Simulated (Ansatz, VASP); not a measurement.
## Two plane-wave programs on Li3TlF2

```
Li Tl F
1.0
     3.34621    1.93193    2.73217
    -3.34621    1.93193    2.73217
     0.00000   -3.86387    2.73217
Li Tl F
3 1 2
Direct
  0.50000 0.50000 0.00000
  0.50000 0.00000 0.50000
  0.00000 0.50000 0.50000
  0.00000 0.00000 0.00000
  0.75000 0.75000 0.75000
  0.25000 0.25000 0.25000
```

Alike in both runs: task relaxation of cell and atoms; functional PBE; k mesh 4 × 4 × 4; occupations gaussian, width 0.1 eV; no spin polarisation.

|  | VASP | Ansatz |
| --- | --- | --- |
| version | VASP 6.6.1 | Ansatz 0.2.0 |
| potentials or method | VASP PAW PBE potentials, release 64 (Li_sv, Tl_d, F), cutoff 750 eV | scalar-relativistic, plane waves, PAW |
| valence electrons in the cell | 36 | 36 |

```csv
,VASP,Ansatz,Ansatz less VASP
"gap on the k mesh at the Fermi level, each at its own relaxed structure (eV)",none,none,-
relaxed volume (Å³/atom),17.86,18.04,+0.183
relaxed length of the cell vector where the two differ most in proportion (Å),4.784,4.801,+0.0175
```

A gap of «none» marks a metal or a gap that the smearing closes.

Neither program's run includes spin-orbit coupling.
